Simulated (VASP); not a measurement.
# ZrB (Fm-3m) in VASP: notebook, part 3 of 3

VASP 6.6.1. Earlier steps stand in the parts before.

### 5 Single point, PBEsol

This run uses another cell than the first one, of 12.12 Å³/atom.

Input file INCAR:

```
SYSTEM = ZrB
ALGO = Normal
EDIFF = 1E-6
ENCUT = 520
GGA = PS
ISIF = 2
ISMEAR = 0
LASPH = .TRUE.
LCHARG = .FALSE.
LREAL = .FALSE.
LWAVE = .FALSE.
NBANDS = 14
NELM = 60
PREC = Accurate
SIGMA = 0.1
```

Input file KPOINTS:

```
k-points
0
G
  16 16 16
  0 0 0
```

Input file POSCAR:

```
ZrB
1.0
    0.0000000000      2.2970997279      2.2970997279
    2.2970997279      0.0000000000      2.2970997279
    2.2970997279      2.2970997279      0.0000000000
Zr B
1 1
Direct
    0.0000000000      0.0000000000      0.0000000000
    0.5000000000      0.5000000000      0.5000000000
```

Potentials or basis: VASP PAW PBE potentials, release 64 (Zr_sv, B).

On the command line:

```console
$ cat potpaw_PBE.64/Zr_sv/POTCAR potpaw_PBE.64/B/POTCAR > POTCAR
$ mpirun -np 1 vasp_std > vasp.out
```

OUTCAR:

```text
SYSTEM = ZrB
   EDIFF = 1E-6
   ENCUT = 520
   GGA = PS
   ISIF = 2
   ISMEAR = 0
   LASPH = .TRUE.
   LREAL = .FALSE.
   NELM = 60
   PREC = Accurate

 ion  position               nearest neighbor table
   1  0.000  0.000  0.000-   2 2.30   2 2.30   2 2.30   2 2.30   2 2.30   2 2.30
   2  0.500  0.500  0.500-   1 2.30   1 2.30   1 2.30   1 2.30   1 2.30   1 2.30

  LATTYP: Found a face centered cubic cell.
 ALAT       =     4.5941994558

  Lattice vectors:

 A1 = (   0.0000000000,   2.2970997279,   2.2970997279)
 A2 = (   2.2970997279,   0.0000000000,   2.2970997279)
 A3 = (   2.2970997279,   2.2970997279,   0.0000000000)

Analysis of symmetry for initial positions (statically):
=====================================================================
 Subroutine PRICEL returns:
 Original cell was already a primitive cell.

 Routine SETGRP: Setting up the symmetry group for a
 face centered cubic supercell.

 Subroutine GETGRP returns: Found 48 space group operations
 (whereof 48 operations were pure point group operations)
 out of a pool of 48 trial point group operations.

The static configuration has the point symmetry O_h .

Analysis of symmetry for dynamics (positions and initial velocities):
=====================================================================
 Subroutine PRICEL returns:
 Original cell was already a primitive cell.

 Routine SETGRP: Setting up the symmetry group for a
 face centered cubic supercell.

 Subroutine GETGRP returns: Found 48 space group operations
 (whereof 48 operations were pure point group operations)
 out of a pool of 48 trial point group operations.

The dynamic configuration has the point symmetry O_h .

 Subroutine INISYM returns: Found 48 space group operations
 (whereof 48 operations are pure point group operations),
 and found     1 'primitive' translations

----------------------------------------------------------------------------------------

                                     Primitive cell

  volume of cell :      24.2421

  direct lattice vectors                    reciprocal lattice vectors
     0.000000000  2.297099728  2.297099728    -0.217665778  0.217665778  0.217665778
     2.297099728  0.000000000  2.297099728     0.217665778 -0.217665778  0.217665778
     2.297099728  2.297099728  0.000000000     0.217665778  0.217665778 -0.217665778

  length of vectors
     3.248589589  3.248589589  3.248589589     0.377008187  0.377008187  0.377008187

  position of ions in fractional coordinates (direct lattice)
     0.000000000  0.000000000  0.000000000
     0.500000000  0.500000000  0.500000000

  ion indices of the primitive-cell ions
   primitive index   ion index
                 1           1
                 2           2

----------------------------------------------------------------------------------------

 KPOINTS: k-points

Automatic generation of k-mesh.
 Grid dimensions read from file:
 generate k-points for:   16   16   16

 Generating k-lattice:

  Cartesian coordinates                     Fractional coordinates (reciprocal lattice)
[... 39 lines left out ...]
 -0.125000  0.062500  0.000000     24.000000
 -0.062500  0.062500  0.000000     12.000000
 [... further k-points ...]
   k-points           NKPTS =    145   k-points in BZ     NKDIM =    145   number of bands    NBANDS=     14
   number of dos      NEDOS =    301   number of ions     NIONS =      2
   total plane-waves  NPLWV =  13824
   dimension x,y,z NGX =    24 NGY =   24 NGZ =   24
   dimension x,y,z NGXF=    48 NGYF=   48 NGZF=   48
   ions per type =               1   1
   NGX,Y,Z   is equivalent  to a cutoff of  12.28, 12.28, 12.28 a.u.
   NGXF,Y,Z  is equivalent  to a cutoff of  24.56, 24.56, 24.56 a.u.
 SYSTEM =  ZrB
   PREC   = accura    normal or accurate (medium, high low for compatibility)
   ISTART =      0    job   : 0-new  1-cont  2-samecut
   ICHARG =      2    charge: 1-file 2-atom 10-const
   ISPIN  =      1    spin polarized calculation?
   LNONCOLLINEAR =      F non collinear calculations
   LSORBIT =      F    spin-orbit coupling
   LASPH  =      T    aspherical Exc in radial PAW
   ENCUT  =  520.0 eV  38.22 Ry    6.18 a.u.   6.04  6.04  6.04*2*pi/ulx,y,z
   NELM   =     60;   NELMIN=  2; NELMDL= -5     # of ELM steps
   EDIFF  = 0.1E-05   stopping-criterion for ELM
   LREAL  =      F    real-space projection
   EDIFFG = 0.1E-04   stopping-criterion for IOM
   NSW    =      0    number of steps for IOM
   IBRION =     -1    ionic relax: 0-MD 1-quasi-New 2-CG
   NFREE  =      0    steps in history (QN), initial steepest desc. (CG)
   ISIF   =      2    stress and relaxation
   ISYM   =      2    0-nonsym 1-usesym 2-fastsym
   POTIM  = 0.5000    time-step for ionic-motion
   TEBEG  =    0.0;   TEEND  =   0.0 temperature during run
   PSTRESS=    0.0 pullay stress
   NELECT =      15.0000    total number of electrons
   NUPDOWN=      -1.0000    fix difference up-down
   EMIN   =  10.00;   EMAX   =-10.00  energy-range for DOS
   EFERMI =   0.00;   METHOD = LEGACY
   ISMEAR =     0;   SIGMA  =   0.10  broadening in eV -4-tet -1-fermi 0-gaus
   EFERMI_NEDOS =   21; number of points for ismear=-14 and -15
   IALGO  =     38    algorithm
   IMIX   =      4    mixing-type and parameters
     AMIX     =   0.40;   BMIX     =  1.00
     AMIX_MAG =   1.60;   BMIX_MAG =  1.00
  volume/ion in A,a.u.               =      12.12        81.80
  Fermi-wavevector in a.u.,A,eV,Ry     =   1.395025  2.636215 26.478236  1.946095
  Thomas-Fermi vector in A             =   2.518517
   LORBIT       =      0    0 simple, 1 ext, 2 COOP (PROOUT), +10 PAW based schemes
   GGA     = PS    functional components
   LHFCALC =     F    Hartree Fock is set to
   AEXX    =    0.0000 exact exchange contribution
   IVDW    =     0    specifies the selected vdW correction
   LEPSILON=     F    determine dielectric tensor
   LRPA    =     F    only Hartree local field effects (RPA)
 non-spin polarized calculation
 Gauss-broadening in eV      SIGMA  =   0.10
  energy-cutoff  :      520.00
  volume of cell :       24.24
 maximum number of plane-waves:       666
   NGX = 13   NGY = 13   NGZ = 13

 number of electron      15.0000000 magnetization

 Free energy of the ion-electron system (eV)
  ---------------------------------------------------
  ext. energy  EPLUGINS =         0.00000000
  ---------------------------------------------------
  free energy    TOTEN  =       -16.42385807 eV

  energy without entropy =      -16.41849475  energy(sigma->0) =      -16.42117641

 E-fermi :   9.3176     XC(G=0): -12.5056

 val. band max:        9.2996801199   @ k =  -0.4375   0.3125   0.0625
 cond. band min:       9.3201340901   @ k =   0.2500   0.1250   0.0000
 fundamental gap:      0.0204539702
 Fermi energy:         9.3175653523

 k-point     1 :       0.0000    0.0000    0.0000
  band No.  band energies     occupation
      1     -37.2204      2.00000
      2     -14.9582      2.00000
      3     -14.9582      2.00000
      4     -14.9582      2.00000
      5       0.9348      2.00000
      6      11.2144      0.00000
      7      11.2144      0.00000
      8      11.2144      0.00000
      9      13.1193      0.00000
     10      13.1193      0.00000
     11      13.2321      0.00000
     12      13.2321      0.00000
     13      13.2321      0.00000
     14      20.4954      0.00000
[... 377 lines left out ...]
      1     -37.2063      2.00000
      2     -15.0660      2.00000
      3     -14.9881      2.00000
      4     -14.9603      2.00000
      5       1.2341      2.00000
      6      10.5559      0.00000
      7      10.6868      0.00000
      8      11.0896      0.00000
      9      11.3734      0.00000
     10      12.5036      0.00000
     11      13.7681      0.00000
     12      14.6429      0.00000
     13      15.7173      0.00000
     14      21.2213      0.00000

 [... further k-points ...]

------------------------ aborting loop because EDIFF is reached ----------------------------------------

  FORCE on cell =-STRESS in cart. coord.  units (eV):
  Direction    XX          YY          ZZ          XY          YZ          ZX
  --------------------------------------------------------------------------------------
  -------------------------------------------------------------------------------------
  Total        6.1028175      6.1028175      6.1028175      0.0000000      0.0000000     -0.0000000
  in kB      403.3401158    403.3401158    403.3401158      0.0000000      0.0000000     -0.0000000
  external PRESSURE =     403.3401158 kB  Pullay stress =       0.0000000 kB

 VOLUME and BASIS-vectors are now :
 -----------------------------------------------------------------------------
  energy-cutoff  :      520.00
  volume of cell :       24.24
      direct lattice vectors                 reciprocal lattice vectors
     0.000000000  2.297099728  2.297099728    -0.217665778  0.217665778  0.217665778
     2.297099728  0.000000000  2.297099728     0.217665778 -0.217665778  0.217665778
     2.297099728  2.297099728  0.000000000     0.217665778  0.217665778 -0.217665778

 POSITION                                       TOTAL-FORCE (eV/Angst)
 -----------------------------------------------------------------------------------
      0.00000      0.00000      0.00000        -0.000000      0.000000      0.000000
      2.29710      2.29710      2.29710         0.000000      0.000000      0.000000
 -----------------------------------------------------------------------------------
    total drift:                                0.000000     -0.000000     -0.000000

  FREE ENERGIE OF THE ION-ELECTRON SYSTEM (eV)
  ---------------------------------------------------
  free  energy   TOTEN  =       -16.4238580659 eV

  energy  without entropy=      -16.4184947495  energy(sigma->0) =      -16.42117641
```

OSZICAR:

```text
N       E                     dE             d eps       ncg     rms          rms(c)
DAV:   1     0.947072328025E+02    0.94707E+02   -0.78845E+03  4068   0.104E+03
DAV:   2    -0.143454288351E+02   -0.10905E+03   -0.10300E+03  4936   0.285E+02
DAV:   3    -0.179810025601E+02   -0.36356E+01   -0.35974E+01  5954   0.444E+01
DAV:   4    -0.180485901964E+02   -0.67588E-01   -0.67563E-01  4840   0.571E+00
DAV:   5    -0.180506751680E+02   -0.20850E-02   -0.20849E-02  6058   0.641E-01    0.259E+01
DAV:   6    -0.164471224362E+02    0.16036E+01   -0.22499E+00  4840   0.137E+01    0.103E+01
DAV:   7    -0.164214635040E+02    0.25659E-01   -0.27898E-01  5890   0.390E+00    0.394E+00
DAV:   8    -0.164241530815E+02   -0.26896E-02   -0.27547E-02  4998   0.155E+00    0.378E-01
DAV:   9    -0.164238013689E+02    0.35171E-03   -0.17463E-03  4590   0.272E-01    0.134E-01
DAV:  10    -0.164238606325E+02   -0.59264E-04   -0.20825E-04  4858   0.167E-01    0.136E-02
DAV:  11    -0.164238588967E+02    0.17358E-05   -0.62554E-06  5140   0.228E-02    0.354E-03
DAV:  12    -0.164238580659E+02    0.83085E-06   -0.35220E-07  2732   0.682E-03
   1 F= -.16423858E+02 E0= -.16421176E+02  d E =-.536332E-02
```

It took 32 s on 1 thread of Intel Xeon 8259CL, shared host; peak memory 0.18 GiB.

Results:

| Item | Value |
| --- | --- |
| Free energy | -16.4239 eV |
| Pressure | 40.3 GPa |
| Band gap on the k mesh | zero (an odd number of electrons rules out a gap without spin polarisation) |

Caveat: the cell stands under pressure; the PAW data sets were made with another functional, which shifts forces and pressure a little.

### 6 Relaxation of cell and atoms, PBEsol, target pressure 20 GPa, at which the enthalpy is minimised

This run uses another cell than the first one, of 13.01 Å³/atom.

Input file INCAR:

```
ALGO     = Normal         # electronic algorithm
EDIFF    = 1E-7           # SCF threshold, eV
EDIFFG   = -0.008         # ionic threshold
ENCUT    = 600            # plane-wave cutoff, eV
GGA      = PS             # functional
IBRION   = 2              # ionic algorithm
ISIF     = 3              # what is computed and relaxed
ISMEAR   = 0              # smearing method
LASPH    = T              # aspherical terms in the spheres
LCHARG   = F              # write CHGCAR
LREAL    = F              # projectors in reciprocal space
LWAVE    = F              # write WAVECAR
NELM     = 80             # most SCF steps
NSW      = 70             # ionic steps
PREC     = Accurate       # precision mode
PSTRESS  = 200.0        
SIGMA    = 0.1            # smearing width, eV
```

Input file KPOINTS:

```
k-points
0
Gamma
  14 14 14
```

Input file POSCAR:

```
ZrB
1.0
    0.0000000000      2.3520798229      2.3520798229
    2.3520798229      0.0000000000      2.3520798229
    2.3520798229      2.3520798229      0.0000000000
Zr B
1 1
Direct
    0.0000000000      0.0000000000      0.0000000000
    0.5000000000      0.5000000000      0.5000000000
```

Potentials or basis: VASP PAW PBE potentials, release 64 (Zr_sv, B).

On the command line:

```console
$ cat potpaw_PBE.64/Zr_sv/POTCAR potpaw_PBE.64/B/POTCAR > POTCAR
$ mpirun -np 1 vasp_std > vasp.out
```

Wall time 99 s (1 thread of Intel Xeon 8259CL, shared host); peak memory 0.2 GiB.

It converged, with:

```yaml
Free_energy: -16.7675 eV
Relaxed_volume: 13.05 Å³/atom
Relaxed_cell: a = 3.329 Å, b = 3.329 Å, c = 3.329 Å, α = 60.00°, β = 60.00°, γ = 60.00°
Space_group_after_relaxing_to_0.1_Å: Fm-3m (No. 225)
Energy_change_on_relaxing_the_run_minimises_the_enthalpy: -4.2 meV/atom
Ionic_steps: 3
Pressure_after_relaxing: 20.0 GPa
Band_gap_on_the_k_mesh: zero (an odd number of electrons rules out a gap without spin polarisation)
```

The path:
```
step  energy change (eV)  largest force (eV/Å)  pressure (GPa)  volume (Å³)
   1              0.0000                0.0000           20.63        26.02
   2             -0.0237                0.0000           18.84        26.22
   3             -0.0084                0.0000           20.00        26.09
```

Final structure:
```
Zr B
1.0
     0.00000    2.35409    2.35409
     2.35409    0.00000    2.35409
     2.35409    2.35409    0.00000
Zr B
1 1
Direct
  0.00000 0.00000 0.00000
  0.50000 0.50000 0.50000
```

Levels at points of the mesh, in eV from the Fermi level:
```csv
k point,band 5,band 6,band 7,band 8,band 9,band 10,band 11
"(0.00, 0.00, 0.00)",-8.24,1.87,1.87,1.87,3.58,3.58,3.77
"(0.50, 0.00, 0.00)",-4.11,-3.69,-1.33,-1.33,5.55,5.55,7.07
"(0.50, 0.50, 0.00)",-6.35,-1.06,-0.41,2.46,2.46,5.28,6.65
```

Caveat: the cell is relaxed towards a set pressure, so the run minimises the enthalpy, not the energy; the PAW data sets were made with another functional, which shifts forces and pressure a little.

### 7 The runs side by side

| task | cell | k mesh | cutoff (eV) | gap on the mesh (eV) | pressure (GPa) |
| --- | --- | --- | --- | --- | --- |
| single point | a = 3.406 Å, angles 60.0°, 2 atoms | 14 × 14 × 14 | 520 | none | 5.3 |
| single point | a = 3.425 Å, angles 60.0°, 2 atoms | 14 × 14 × 14 | 520 | none | 2.3 |
| single point | a = 3.452 Å, angles 60.0°, 2 atoms | 14 × 14 × 14 | 520 | none | -1.8 |
| single point | a = 3.249 Å, angles 60.0°, 2 atoms | 16 × 16 × 16 | 520 | none | 40.3 |
| relaxation of cell and atoms | relaxed to 20 GPa from a = 3.326 Å, angles 60.0°, 2 atoms | 14 × 14 × 14 | 600 | none | 20.0 |

Alike in all rows: level PBEsol; potentials or basis VASP PAW PBE potentials, release 64 (Zr_sv, B); no spin polarisation; smearing gaussian 0.1 eV.

Caveats: the PAW data sets were made with another functional, which shifts forces and pressure a little; the cell stands under pressure (at least some runs); the cell is relaxed towards a set pressure, so the run minimises the enthalpy, not the energy (at least some runs).

Absolute energies hang on the potentials; compare differences alone.
